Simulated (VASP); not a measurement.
Cd2S: single point with PBE

Crystal: Cd2S.

```
Cd S
1.0
    -2.47366    2.47366    3.73102
     2.47366   -2.47366    3.73102
     2.47366    2.47366   -3.73102
Cd S
2 1
Direct
  0.67430 0.67430 0.00000
  0.32570 0.32570 0.00000
  0.00000 0.00000 0.00000
```

The cell was generated, and may not be a known phase.

| Item | Value |
| --- | --- |
| Program | VASP 6.6.1 |
| Task | single point |
| Functional | PBE |
| Potentials or basis | VASP PAW PBE potentials, release 64 (Cd_sv_GW, S) |
| Cutoff | 630 eV |
| k mesh | 6 × 6 × 6 |
| Occupations | gaussian, width 0.1 eV |
| Spin | no spin polarisation |
| Dipole correction | no |
| Further INCAR settings | ALGO = Normal; EDIFF = 1e-06; NBANDS = 30 |

The pressure is 0.1 GPa. The largest force is 0.008 eV/Å. The band gap on the k mesh is 0.33 eV.

Forces on the atoms (eV/Å):
```
Cd   0.000  0.000  0.008
Cd   0.000  0.000 -0.008
S    0.000  0.000  0.000
```

Levels at points of the mesh, in eV from the valence-band top:
```
           k point  band 21  band 22  band 23  band 24  band 25  band 26
(0.00, 0.00, 0.00)    -2.64    -0.94    -0.94     3.60     3.60     4.36
(0.50, 0.00, 0.00)    -2.13    -1.12     0.00     0.33     3.31     3.39
(0.50, 0.50, 0.00)    -2.70    -2.43    -1.24     1.80     3.50     4.37
(0.50, 0.50, 0.50)    -2.00    -1.87    -1.87     3.37     4.46     4.46
```

Run time: 90 s on 1 thread of Intel(R) Xeon(R) Platinum 8559C (Emerald Rapids), on a shared host, peak memory 0.32 GiB.

A k mesh can miss the band edges.
